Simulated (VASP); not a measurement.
# Mg (Pm-3m) in VASP: further runs

Runs on Mg. Level: PBEsol. Tasks: single point.

Program: VASP 6.6.1. These are calculated values, not measurements. Logs are shortened: lines on timing, memory, paths and dates and some standing lists are left out, and cuts for length are marked.

## Step 1: The cell of the first run

It takes space group Pm-3m (No. 221, cubic). Conventional cell: a = 2.840 Å, b = 2.840 Å, c = 2.840 Å, α = 90.00°, β = 90.00°, γ = 90.00°. Within 3.7 Å of Mg (site symmetry m-3m) lie 6 Mg at 2.84 Å.

This isn't the form of Mg at room conditions, which is hcp.

## Step 2: Single point, PBEsol (22.91 Å³/atom)

POSCAR reads:

```
Mg
1.0
    2.8400785083      0.0000000000      0.0000000000
    0.0000000000      2.8400785083      0.0000000000
    0.0000000000      0.0000000000      2.8400785083
Mg
1
Direct
    0.0000000000      0.0000000000      0.0000000000
```

INCAR.step1 reads:

```
PREC = Accurate ; ENCUT = 520
EDIFF = 1E-7 ; ISMEAR = -1
SIGMA = 0.1 ; LREAL = False
LASPH = True ; NELM = 100
ALGO = Normal ; ISIF = 2
LWAVE = False ; LCHARG = True
GGA = PS ; NBANDS = 7
```

KPOINTS.step1 reads:

```
Automatic mesh
0
Gamma
  13 13 13
```

INCAR.step2 reads:

```
PREC = Accurate ; ENCUT = 520
EDIFF = 1E-7 ; ISMEAR = -5
SIGMA = 0.1 ; LREAL = False
LASPH = True ; NELM = 100
ALGO = Normal ; ISIF = 2
LWAVE = False ; LCHARG = False
GGA = PS ; LORBIT = 10
NBANDS = 7 ; NEDOS = 2001
ICHARG = 11
```

KPOINTS.step2 reads:

```
Automatic mesh
0
Gamma
  20 20 20
```

Potentials or basis: VASP PAW PBE potentials, release 64 (Mg).

Run with:

```bash
cat potpaw_PBE.64/Mg/POTCAR > POTCAR
cp INCAR.step1 INCAR
cp KPOINTS.step1 KPOINTS
mpirun -np 1 vasp_std > vasp.out
cp INCAR.step2 INCAR
cp KPOINTS.step2 KPOINTS
mpirun -np 1 vasp_std > vasp.out
```

OUTCAR:

```text
PREC = Accurate
   ENCUT = 520
   EDIFF = 1E-7
   ISMEAR = -5
   LREAL = False
   LASPH = True
   NELM = 100
   ISIF = 2
   GGA = PS
   LORBIT = 10
   ICHARG = 11

 ion  position               nearest neighbor table
   1  0.000  0.000  0.000-

  LATTYP: Found a simple cubic cell.
 ALAT       =     2.8400785083

  Lattice vectors:

 A1 = (   2.8400785083,   0.0000000000,   0.0000000000)
 A2 = (   0.0000000000,   2.8400785083,   0.0000000000)
 A3 = (   0.0000000000,   0.0000000000,   2.8400785083)

Analysis of symmetry for initial positions (statically):
=====================================================================
 Subroutine PRICEL returns:
 Original cell was already a primitive cell.

 Routine SETGRP: Setting up the symmetry group for a
 simple cubic supercell.

 Subroutine GETGRP returns: Found 48 space group operations
 (whereof 48 operations were pure point group operations)
 out of a pool of 48 trial point group operations.

The static configuration has the point symmetry O_h .

Analysis of symmetry for dynamics (positions and initial velocities):
=====================================================================
 Subroutine PRICEL returns:
 Original cell was already a primitive cell.

 Routine SETGRP: Setting up the symmetry group for a
 simple cubic supercell.

 Subroutine GETGRP returns: Found 48 space group operations
 (whereof 48 operations were pure point group operations)
 out of a pool of 48 trial point group operations.

The dynamic configuration has the point symmetry O_h .

 Subroutine INISYM returns: Found 48 space group operations
 (whereof 48 operations are pure point group operations),
 and found     1 'primitive' translations

----------------------------------------------------------------------------------------

                                     Primitive cell

  volume of cell :      22.9082

  direct lattice vectors                    reciprocal lattice vectors
     2.840078508  0.000000000  0.000000000     0.352102943  0.000000000  0.000000000
     0.000000000  2.840078508  0.000000000     0.000000000  0.352102943  0.000000000
     0.000000000  0.000000000  2.840078508     0.000000000  0.000000000  0.352102943

  length of vectors
     2.840078508  2.840078508  2.840078508     0.352102943  0.352102943  0.352102943

  position of ions in fractional coordinates (direct lattice)
     0.000000000  0.000000000  0.000000000

  ion indices of the primitive-cell ions
   primitive index   ion index
                 1           1

[... 80 lines left out ...]
   ISYM   =      2    0-nonsym 1-usesym 2-fastsym
   POTIM  = 0.5000    time-step for ionic-motion
   TEBEG  =    0.0;   TEEND  =   0.0 temperature during run
   PSTRESS=    0.0 pullay stress
   NELECT =       2.0000    total number of electrons
   NUPDOWN=      -1.0000    fix difference up-down
   EMIN   =  10.00;   EMAX   =-10.00  energy-range for DOS
   EFERMI =   0.00;   METHOD = LEGACY
   ISMEAR =    -5;   SIGMA  =   0.10  broadening in eV -4-tet -1-fermi 0-gaus
   EFERMI_NEDOS =   21; number of points for ismear=-14 and -15
   IALGO  =     38    algorithm
   IMIX   =      4    mixing-type and parameters
     AMIX     =   0.40;   BMIX     =  1.00
     AMIX_MAG =   1.60;   BMIX_MAG =  1.00
  volume/ion in A,a.u.               =      22.91       154.59
  Fermi-wavevector in a.u.,A,eV,Ry     =   0.726253  1.372419  7.176299  0.527443
  Thomas-Fermi vector in A             =   1.817179
   LORBIT       =     10    0 simple, 1 ext, 2 COOP (PROOUT), +10 PAW based schemes
   GGA     = PS    functional components
   LHFCALC =     F    Hartree Fock is set to
   AEXX    =    0.0000 exact exchange contribution
   IVDW    =     0    specifies the selected vdW correction
   LEPSILON=     F    determine dielectric tensor
   LRPA    =     F    only Hartree local field effects (RPA)
 non-spin polarized calculation
 Fermi weights with tetrahedron method with Bloechl corrections
  energy-cutoff  :      520.00
  volume of cell :       22.91
 maximum number of plane-waves:       632
 NGX is ok and might be reduce to    24

 number of electron       2.0000000 magnetization

 Free energy of the ion-electron system (eV)
  ---------------------------------------------------
  ext. energy  EPLUGINS =         0.00000000
  ---------------------------------------------------
  free energy    TOTEN  =        -1.26789072 eV

  energy without entropy =       -1.26789072  energy(sigma->0) =       -1.26789072

 E-fermi :   2.5770     XC(G=0):  -8.5209

 val. band max:        2.6947269184   @ k =   0.5000   0.3500   0.1500
 cond. band min:       2.4162673477   @ k =   0.5000   0.3500   0.0500
 fundamental gap:     -0.2784595707
 Fermi energy:         2.5769895535

 k-point     1 :       0.0000    0.0000    0.0000
  band No.  band energies     occupation
      1      -4.3640      2.00000
      2      11.3116      0.00000
      3      11.3116      0.00000
      4      13.3868      0.00000
      5      13.3868      0.00000
      6      13.3868      0.00000
      7      18.5743      0.00000
[... 221 lines left out ...]
 k-point    24 :       0.2000    0.1000    0.0000
  band No.  band energies     occupation
      1      -3.4338      2.00000
      2       6.9704      0.00000
      3      10.3203      0.00000
      4      14.1331      0.00000
      5      14.2755      0.00000
      6      17.7834      0.00000
      7      20.8939      0.00000

 [... further k-points ...]

------------------------ aborting loop because EDIFF is reached ----------------------------------------

  FORCE on cell =-STRESS in cart. coord.  units (eV):
  Direction    XX          YY          ZZ          XY          YZ          ZX
  --------------------------------------------------------------------------------------
  -------------------------------------------------------------------------------------
  Total        0.7405440      0.7405440      0.7405440      0.0000000     -0.0000000      0.0000000
  in kB       51.7929250     51.7929250     51.7929250      0.0000000     -0.0000000      0.0000000
  external PRESSURE =      51.7929250 kB  Pullay stress =       0.0000000 kB

 VOLUME and BASIS-vectors are now :
 -----------------------------------------------------------------------------
  energy-cutoff  :      520.00
  volume of cell :       22.91
      direct lattice vectors                 reciprocal lattice vectors
     2.840078508  0.000000000  0.000000000     0.352102943  0.000000000  0.000000000
     0.000000000  2.840078508  0.000000000     0.000000000  0.352102943  0.000000000
     0.000000000  0.000000000  2.840078508     0.000000000  0.000000000  0.352102943

 POSITION                                       TOTAL-FORCE (eV/Angst)
 -----------------------------------------------------------------------------------
      0.00000      0.00000      0.00000         0.000000      0.000000      0.000000
 -----------------------------------------------------------------------------------
    total drift:                               -0.000000     -0.000000      0.000000

  FREE ENERGIE OF THE ION-ELECTRON SYSTEM (eV)
  ---------------------------------------------------
  free  energy   TOTEN  =        -1.2678907205 eV

  energy  without entropy=       -1.2678907205  energy(sigma->0) =       -1.26789072

 total charge

# of ion       s       p       d       tot
------------------------------------------
    1        0.250   0.124   0.012   0.386
```

OUTCAR.step1:

```text
PREC = Accurate
   ENCUT = 520
   EDIFF = 1E-7
   ISMEAR = -1
   LREAL = False
[... 456 lines left out ...]

 POSITION                                       TOTAL-FORCE (eV/Angst)
 -----------------------------------------------------------------------------------
      0.00000      0.00000      0.00000         0.000000      0.000000      0.000000
 -----------------------------------------------------------------------------------
    total drift:                               -0.000000     -0.000000      0.000000

  FREE ENERGIE OF THE ION-ELECTRON SYSTEM (eV)
  ---------------------------------------------------
  free  energy   TOTEN  =        -1.2730152422 eV

  energy  without entropy=       -1.2564033815  energy(sigma->0) =       -1.26470931
```

Run time: 98 s. Hardware: 1 thread of AMD EPYC 7R43 (Zen 3), shared host; peak memory 0.13 GiB.

Results:

```
Valence electrons inside the program's atomic spheres : Mg 0.39
```

Levels at points of the mesh, in eV from the Fermi level:
| k point | band 1 | band 2 | band 3 | band 4 | band 5 |
| --- | --- | --- | --- | --- | --- |
| (0.00, 0.00, 0.00) | -6.94 | 8.73 | 8.73 | 10.81 | 10.81 |
| (0.50, 0.00, 0.00) | -2.42 | -2.35 | 11.49 | 14.30 | 14.30 |
| (0.50, 0.50, 0.00) | 1.47 | 1.47 | 2.53 | 2.78 | 17.11 |
| (0.50, 0.50, 0.50) | 5.29 | 5.29 | 5.29 | 5.96 | 5.96 |

Caveat: the PAW data sets were made with another functional, which shifts forces and pressure a little; tetrahedron occupations give inexact forces and stress in metals.

## Step 3: Single point, PBEsol (22.91 Å³/atom)

POSCAR is that of step 2.

INCAR.step1 reads:

```
SYSTEM = Mg
ALGO = Normal
EDIFF = 1E-6
ENCUT = 520
GGA = PS
ISIF = 2
ISMEAR = -1
LASPH = .True.
LCHARG = .True.
LREAL = .False.
LWAVE = .False.
NBANDS = 7
NELM = 100
PREC = Accurate
SIGMA = 0.1
```

KPOINTS.step1 reads:

```
k-points
0
Gamma
  13 13 13
  0 0 0
```

INCAR.step2 reads:

```
SYSTEM = Mg
ALGO = Normal
EDIFF = 1E-6
ENCUT = 520
GGA = PS
ICHARG = 11
ISIF = 2
ISMEAR = -5
LASPH = .True.
LCHARG = .False.
LORBIT = 11
LREAL = .False.
LWAVE = .False.
NEDOS = 1001
NELM = 100
PREC = Accurate
SIGMA = 0.1
```

KPOINTS.step2 reads:

```
k-points
0
Gamma
  20 20 20
  0 0 0
```

Potentials or basis: VASP PAW PBE potentials, release 64 (Mg).

Run with:

```bash
cat potpaw_PBE.64/Mg/POTCAR > POTCAR
cp INCAR.step1 INCAR
cp KPOINTS.step1 KPOINTS
mpirun -np 1 vasp_std > vasp.out
cp INCAR.step2 INCAR
cp KPOINTS.step2 KPOINTS
mpirun -np 1 vasp_std > vasp.out
```

It took 55 s on 1 thread of AMD EPYC 7R43 (Zen 3), shared host; peak memory 0.12 GiB.

Results (log left out):

```
Valence electrons inside the program's atomic spheres : Mg 0.39
```

Levels at points of the mesh, in eV from the Fermi level:
| k point | band 1 | band 2 | band 3 | band 4 | band 5 |
| --- | --- | --- | --- | --- | --- |
| (0.00, 0.00, 0.00) | -6.94 | 8.73 | 8.73 | 10.81 | 10.81 |
| (0.50, 0.00, 0.00) | -2.42 | -2.35 | 11.49 | 14.30 | 14.30 |
| (0.50, 0.50, 0.00) | 1.47 | 1.47 | 2.53 | 2.78 | 17.11 |
| (0.50, 0.50, 0.50) | 5.29 | 5.29 | 5.29 | 5.96 | 5.96 |

Caveat: the PAW data sets were made with another functional, which shifts forces and pressure a little; tetrahedron occupations give inexact forces and stress in metals.
